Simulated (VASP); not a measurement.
# HfB (Fm-3m) in VASP: further runs, part 3 of 3

VASP 6.6.1. Earlier steps stand in the parts before.

## 4. Relaxation of cell and atoms, PBEsol, target pressure 20 GPa, at which the enthalpy is minimised

File INCAR:

```
SYSTEM = HfB
  PREC = Accurate
  ENCUT = 600
  EDIFF = 1E-7
  ISMEAR = -1
  SIGMA = 0.05
  LREAL = .FALSE.
  LASPH = .TRUE.
  NELM = 80
  ALGO = Normal
  ISIF = 3
  LWAVE = .FALSE.
  LCHARG = .FALSE.
  GGA = PS
  IBRION = 2
  NSW = 60
  EDIFFG = -0.01
  PSTRESS = 200.0
```

File KPOINTS:

```
Automatic mesh
0
G
  10 10 10
  0 0 0
```

File POSCAR:

```
HfB
1.0
    0.0000000000      2.3100000000      2.3100000000
    2.3100000000      0.0000000000      2.3100000000
    2.3100000000      2.3100000000      0.0000000000
Hf B
1 1
Direct
    0.5000000000      0.5000000000      0.5000000000
    0.0000000000      0.0000000000      0.0000000000
```

Run with:

```console
cat potpaw_PBE.64/Hf_pv/POTCAR potpaw_PBE.64/B/POTCAR > POTCAR
mpirun -np 1 vasp_std > vasp.out
```

Wall time 39 s (1 thread of Intel Xeon Platinum 8259CL at 2.50GHz (Skylake/Cascade Lake), shared host); peak memory 0.17 GiB.

The run converged. Its results:

```
Free energy                                            : -18.2643 eV
Relaxed volume                                         : 12.53 Å³/atom
Relaxed cell                                           : a = 3.285 Å, b = 3.285 Å, c = 3.285 Å, α = 60.00°, β = 60.00°, γ = 60.00°
Space group after relaxing (to 0.05 Å)                 : Fm-3m (No. 225)
Energy change on relaxing (the enthalpy is what falls) : -28.5 meV/atom
Ionic steps                                            : 3
Pressure after relaxing                                : 20.0 GPa
```

Step by step:
```
step  energy change (eV)  largest force (eV/Å)  pressure (GPa)  volume (Å³)
   1              0.0000                0.0000           24.34        24.65
   2             -0.1371                0.0000           12.42        25.86
   3             -0.0571                0.0000           19.97        25.07
```

Final structure:
```
Hf B
1.0
     0.00000    2.32285    2.32285
     2.32285    0.00000    2.32285
     2.32285    2.32285    0.00000
Hf B
1 1
Direct
  0.50000 0.50000 0.50000
  0.00000 0.00000 0.00000
```

Levels at points of the mesh, in eV from the Fermi level:
```csv
k point,band 3,band 4,band 5,band 6,band 7,band 8,band 9,band 10
"(0.00, 0.00, 0.00)",-28.31,-9.49,2.16,2.16,2.16,3.97,3.97,3.97
"(0.50, 0.00, 0.00)",-28.38,-4.97,-4.04,-1.32,-1.32,6.42,6.42,7.45
"(0.50, 0.50, 0.00)",-28.56,-6.63,-1.08,-0.92,2.36,2.36,6.15,7.76
```

Caveat: the cell is relaxed towards a set pressure, so the enthalpy falls and the energy may rise; the PAW data sets were made with another functional, which shifts forces and pressure a little; spin-orbit coupling is left out, which moves the levels of the heavy elements. Zero-point motion and thermal expansion aren't in these numbers.

## 5. Relaxation of cell and atoms, PBEsol, target pressure 30 GPa, at which the enthalpy is minimised

File INCAR:

```
PREC = Accurate
ENCUT = 600
EDIFF = 1E-6
ISMEAR = -1
SIGMA = 0.05
LREAL = F
LASPH = T
NELM = 100
ALGO = Normal
ISIF = 3
LWAVE = F
LCHARG = F
GGA = PS
IBRION = 2
NSW = 60
EDIFFG = -0.01
PSTRESS = 300.0
```

File KPOINTS:

```
Automatic mesh
0
Gamma
  10 10 10
```

POSCAR is that of step 4.

Potentials or basis: VASP PAW PBE potentials, release 64 (Hf_pv, B).

Run with:

```console
cat potpaw_PBE.64/Hf_pv/POTCAR potpaw_PBE.64/B/POTCAR > POTCAR
mpirun -np 1 vasp_std > vasp.out
```

OUTCAR:

```text
PREC = Accurate
   ENCUT = 600
   EDIFF = 1E-6
   ISMEAR = -1
   LREAL = F
   LASPH = T
   NELM = 100
   ISIF = 3
   GGA = PS
   IBRION = 2
   NSW = 60
   EDIFFG = -0.01
   PSTRESS = 300.0

 ion  position               nearest neighbor table
   1  0.500  0.500  0.500-   2 2.31   2 2.31   2 2.31   2 2.31   2 2.31   2 2.31
   2  0.000  0.000  0.000-   1 2.31   1 2.31   1 2.31   1 2.31   1 2.31   1 2.31

  LATTYP: Found a face centered cubic cell.
 ALAT       =     4.6200000000

  Lattice vectors:

 A1 = (   0.0000000000,   2.3100000000,   2.3100000000)
 A2 = (   2.3100000000,   0.0000000000,   2.3100000000)
 A3 = (   2.3100000000,   2.3100000000,   0.0000000000)

Analysis of symmetry for initial positions (statically):
[... 255 lines left out ...]
  ---------------------------------------------------
  free energy    TOTEN  =       -18.12505557 eV

  energy without entropy =      -18.11534921  energy(sigma->0) =      -18.12020239

 E-fermi :   5.1023     XC(G=0): -12.4985

 val. band max:        5.0571948197   @ k =  -0.2000   0.1000   0.0000
 cond. band min:       5.1300704825   @ k =   0.5000   0.3000   0.1000
 fundamental gap:      0.0728756628
 Fermi energy:         5.1023484709

 k-point     1 :       0.0000    0.0000    0.0000
  band No.  band energies     occupation
      1     -23.0151      2.00000
      2     -23.0151      2.00000
      3     -23.0151      2.00000
      4      -4.5034      2.00000
      5       7.2979      0.00000
      6       7.2979      0.00000
      7       7.2979      0.00000
      8       9.1740      0.00000
      9       9.1740      0.00000
     10       9.1740      0.00000
[... 287 lines left out ...]
 k-point    24 :       0.4000    0.3000    0.0000
  band No.  band energies     occupation
      1     -23.6067      2.00000
      2     -23.2550      2.00000
      3     -23.2300      2.00000
      4      -1.4945      2.00000
      5       2.9705      2.00000
      6       4.2780      2.00000
      7       6.5218      0.00000
      8       7.3500      0.00000
      9      11.5945      0.00000
     10      13.2652      0.00000

 [... further k-points ...]
[... 5 lines left out ...]
  --------------------------------------------------------------------------------------
  -------------------------------------------------------------------------------------
  Total        4.5125152      4.5125152      4.5125152     -0.0000000      0.0000000      0.0000000
  in kB      299.1688334    299.1688334    299.1688334     -0.0000000      0.0000000      0.0000000
  external PRESSURE =      -0.8311666 kB  Pullay stress =     300.0000000 kB
[... 21 lines left out ...]
  energy  without entropy=      -18.1153492118  energy(sigma->0) =      -18.12020239

  enthalpy is  TOTEN    =       -13.6000034374 eV   P V=        4.5250521333

 reached required accuracy - stopping structural energy minimisation
```

CONTCAR:

```text
HfB
   1.00000000000000
     0.0000000000000000    2.2947091095028438    2.2947091095028438
     2.2947091095028438    0.0000000000000000    2.2947091095028438
     2.2947091095028438    2.2947091095028438    0.0000000000000000
  Hf              B
     1     1
Direct
     0.5000000000000000    0.5000000000000000    0.5000000000000000
     0.0000000000000000    0.0000000000000000    0.0000000000000000

  0.00000000E+00  0.00000000E+00  0.00000000E+00
  0.00000000E+00  0.00000000E+00  0.00000000E+00
```

It took 34 s on 1 thread of Intel Xeon Platinum 8259CL at 2.50GHz (Skylake/Cascade Lake), shared host; peak memory 0.17 GiB.

What came out:

| Quantity | Value |
| --- | --- |
| Free energy | -18.1251 eV |
| Relaxed volume | 12.08 Å³/atom |
| Relaxed cell | a = 3.245 Å, b = 3.245 Å, c = 3.245 Å, α = 60.00°, β = 60.00°, γ = 60.00° |
| Space group after relaxing (to 0.05 Å) | Fm-3m (No. 225) |
| Energy change on relaxing (the enthalpy is what falls) | +41.1 meV/atom |
| Ionic steps | 3 |
| Pressure after relaxing | 29.9 GPa |

The path:
```csv
step,energy change (eV),largest force (eV/Å),pressure (GPa),volume (Å³)
1,0.0000,0.0000,24.30,24.65
2,0.3209,0.0000,43.77,23.12
3,0.0822,0.0000,29.92,24.17
```

Final structure:
```
Hf B
1.0
     0.00000    2.29471    2.29471
     2.29471    0.00000    2.29471
     2.29471    2.29471    0.00000
Hf B
1 1
Direct
  0.50000 0.50000 0.50000
  0.00000 0.00000 0.00000
```

Levels at points of the mesh, in eV from the Fermi level:
```tsv
k point	band 4	band 5	band 6	band 7	band 8	band 9	band 10
(0.00, 0.00, 0.00)	-9.61	2.20	2.20	2.20	4.07	4.07	4.07
(0.50, 0.00, 0.00)	-5.09	-3.89	-1.40	-1.40	6.67	6.67	7.76
(0.50, 0.50, 0.00)	-6.74	-1.18	-0.80	2.49	2.49	6.39	8.08
```

Caveat: the cell is relaxed towards a set pressure, so the enthalpy falls and the energy may rise; the PAW data sets were made with another functional, which shifts forces and pressure a little; spin-orbit coupling is left out, which moves the levels of the heavy elements.

## 6. Single point, LDA

File INCAR:

```
SYSTEM = HfB
PREC = Accurate ; ENCUT = 520
EDIFF = 1E-7 ; ISMEAR = -1
SIGMA = 0.05 ; LREAL = .FALSE.
LASPH = .TRUE. ; NELM = 60
ALGO = Normal ; ISIF = 2
LWAVE = .FALSE. ; LCHARG = .FALSE.
GGA = CA ; NBANDS = 14
```

File KPOINTS:

```
Automatic mesh
0
G
  10 10 10
  0 0 0
```

POSCAR is that of step 5.

Potentials or basis: VASP PAW LDA potentials, release 64 (Hf_pv, B).

Run with:

```console
cat potpaw_LDA.64/Hf_pv/POTCAR potpaw_LDA.64/B/POTCAR > POTCAR
mpirun -np 1 vasp_std > vasp.out
```

OUTCAR:

```text
SYSTEM = HfB
   PREC = Accurate
   ENCUT = 520
   EDIFF = 1E-7
   ISMEAR = -1
   LREAL = .FALSE.
   LASPH = .TRUE.
   NELM = 60
   ISIF = 2
   GGA = CA

 ion  position               nearest neighbor table
   1  0.500  0.500  0.500-   2 2.31   2 2.31   2 2.31   2 2.31   2 2.31   2 2.31
   2  0.000  0.000  0.000-   1 2.31   1 2.31   1 2.31   1 2.31   1 2.31   1 2.31

  LATTYP: Found a face centered cubic cell.
 ALAT       =     4.6200000000

  Lattice vectors:

[... 584 lines left out ...]
      8       7.2657      0.00000
      9      11.3748      0.00000
     10      12.9632      0.00000
     11      13.2498      0.00000
     12      17.5788      0.00000
     13      18.0180      0.00000
     14      19.3700      0.00000

 [... further k-points ...]
[... 5 lines left out ...]
  --------------------------------------------------------------------------------------
  -------------------------------------------------------------------------------------
  Total        3.0336961      3.0336961      3.0336961      0.0000000      0.0000000     -0.0000000
  in kB      197.1590492    197.1590492    197.1590492      0.0000000      0.0000000     -0.0000000
  external PRESSURE =     197.1590492 kB  Pullay stress =       0.0000000 kB

 VOLUME and BASIS-vectors are now :
 -----------------------------------------------------------------------------
  energy-cutoff  :      520.00
  volume of cell :       24.65
      direct lattice vectors                 reciprocal lattice vectors
     0.000000000  2.310000000  2.310000000    -0.216450216  0.216450216  0.216450216
     2.310000000  0.000000000  2.310000000     0.216450216 -0.216450216  0.216450216
     2.310000000  2.310000000  0.000000000     0.216450216  0.216450216 -0.216450216

 POSITION                                       TOTAL-FORCE (eV/Angst)
 -----------------------------------------------------------------------------------
      2.31000      2.31000      2.31000         0.000000      0.000000     -0.000000
      0.00000      0.00000      0.00000        -0.000000     -0.000000      0.000000
 -----------------------------------------------------------------------------------
    total drift:                                0.000000     -0.000000      0.000000

  FREE ENERGIE OF THE ION-ELECTRON SYSTEM (eV)
  ---------------------------------------------------
  free  energy   TOTEN  =       -18.8710848805 eV

  energy  without entropy=      -18.8607388215  energy(sigma->0) =      -18.86591185
```

OSZICAR:

```text
N       E                     dE             d eps       ncg     rms          rms(c)
DAV:   1     0.201255113232E+02    0.20126E+02   -0.69674E+03  1316   0.863E+02
DAV:   2    -0.195786401926E+02   -0.39704E+02   -0.37691E+02  1648   0.191E+02
DAV:   3    -0.205588507124E+02   -0.98021E+00   -0.97470E+00  1598   0.207E+01
DAV:   4    -0.205619439458E+02   -0.30932E-02   -0.30930E-02  1568   0.145E+00
DAV:   5    -0.205619612810E+02   -0.17335E-04   -0.17335E-04  1636   0.948E-02    0.674E+01
DAV:   6    -0.189183075026E+02    0.16437E+01   -0.26267E+00  1592   0.999E+00    0.422E+01
DAV:   7    -0.189177661104E+02    0.54139E-03   -0.11990E+00  1664   0.585E+00    0.938E+00
DAV:   8    -0.188710140100E+02    0.46752E-01   -0.14995E-01  1502   0.234E+00    0.914E-01
DAV:   9    -0.188710876747E+02   -0.73665E-04   -0.59434E-03  1592   0.562E-01    0.183E-01
DAV:  10    -0.188710854882E+02    0.21865E-05   -0.56084E-05  1598   0.524E-02    0.121E-01
DAV:  11    -0.188710853833E+02    0.10493E-06   -0.41827E-06  1538   0.142E-02    0.400E-02
DAV:  12    -0.188710848895E+02    0.49375E-06   -0.14290E-06  1538   0.820E-03    0.358E-03
DAV:  13    -0.188710848805E+02    0.90336E-08   -0.89538E-08   982   0.230E-03
   1 F= -.18871085E+02 E0= -.18865912E+02  d E =-.103461E-01
```

It took 4.9 s on 1 thread of Intel Xeon 6975P-C (Granite Rapids), shared host; peak memory 0.13 GiB.

Results:

```yaml
Free_energy: -18.8711 eV
Pressure: 19.7 GPa
```

Caveat: spin-orbit coupling is left out, which moves the levels of the heavy elements.

## 7. The runs side by side

```tsv
task	level	potentials or basis	cell	cutoff (eV)	gap on the mesh (eV)	pressure (GPa)
relaxation of cell and atoms	PBEsol	VASP PAW PBE potentials, release 64 (Hf_pv, B)	relaxed to 5 GPa	600	none	4.9
relaxation of cell and atoms	PBEsol	VASP PAW PBE potentials, release 64 (Hf_pv, B)	relaxed to 10 GPa	600	none	10.0
relaxation of cell and atoms	PBEsol	VASP PAW PBE potentials, release 64 (Hf_pv, B)	relaxed to 20 GPa	600	none	20.0
relaxation of cell and atoms	PBEsol	VASP PAW PBE potentials, release 64 (Hf_pv, B)	relaxed to 30 GPa	600	none	29.9
single point	LDA	VASP PAW LDA potentials, release 64 (Hf_pv, B)	as given	520	none	19.7
```

Alike in all rows: no spin polarisation; k mesh 10 × 10 × 10; smearing fermi-dirac 0.05 eV.

Caveats: spin-orbit coupling is left out, which moves the levels of the heavy elements; the cell is relaxed towards a set pressure, so the enthalpy falls and the energy may rise (some runs); the PAW data sets were made with another functional, which shifts forces and pressure a little (some runs).

Absolute energies hang on the potentials; compare differences alone.
